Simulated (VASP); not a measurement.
As: relaxation of cell and atoms with PBE

The system is As.

```xyz
1
Lattice="2.7377 0.0000 0.0000 0.0000 2.7377 0.0000 0.0000 0.0000 2.7377" Properties=species:S:1:pos:R:3 pbc="T T T"
As    0.0000    0.0000    0.0000
```

```json
{"Program": "VASP 6.6.1", "Task": "relaxation of cell and atoms", "Functional": "PBE", "Potentials or basis": "VASP PAW PBE potentials, release 64 (As)", "Cutoff": "600 eV", "k mesh": "15 × 15 × 15", "Occupations": "fermi-dirac, width 0.08 eV", "Spin": "no spin polarisation", "Dipole correction": "no", "Further INCAR settings": "ALGO = Normal; EDIFF = 1e-06; IBRION = 2; EDIFFG = -0.005; NSW = 60; ISIF = 3"}
```

The relaxed volume is 20.36 Å³/atom and the relaxed cell is a = 2.731 Å, b = 2.731 Å, c = 2.731 Å, α = 90.00°, β = 90.00°, γ = 90.00°. The space group after relaxing (to 0.05 Å) is Pm-3m (No. 221). The energy gained by relaxing is 0.3 meV/atom and the ionic steps are 3. The pressure after relaxing is 0.0 GPa.

Step by step:
| step | energy change (eV) | largest force (eV/Å) | pressure (GPa) | volume (Å³) |
| --- | --- | --- | --- | --- |
| 1 | 0.0000 | 0.0000 | -0.59 | 20.52 |
| 2 | -0.0002 | 0.0000 | 0.27 | 20.30 |
| 3 | -0.0003 | 0.0000 | 0.01 | 20.36 |

Final structure:
```xyz
1
Lattice="2.7307 0.0000 0.0000 0.0000 2.7307 0.0000 0.0000 0.0000 2.7307" Properties=species:S:1:pos:R:3 pbc="T T T"
As    0.0000    0.0000    0.0000
```

Levels at points of the mesh, in eV from the Fermi level:
| k point | band 1 | band 2 | band 3 | band 4 | band 5 | band 6 |
| --- | --- | --- | --- | --- | --- | --- |
| (0.00, 0.00, 0.00) | -14.74 | 4.02 | 4.02 | 4.02 | 8.45 | 8.45 |

It took 27 s on 1 thread of Intel(R) Xeon(R) Platinum 8259CL CPU @ 2.50GHz (Skylake/Cascade Lake) (shared host), peak memory 0.15 GiB.
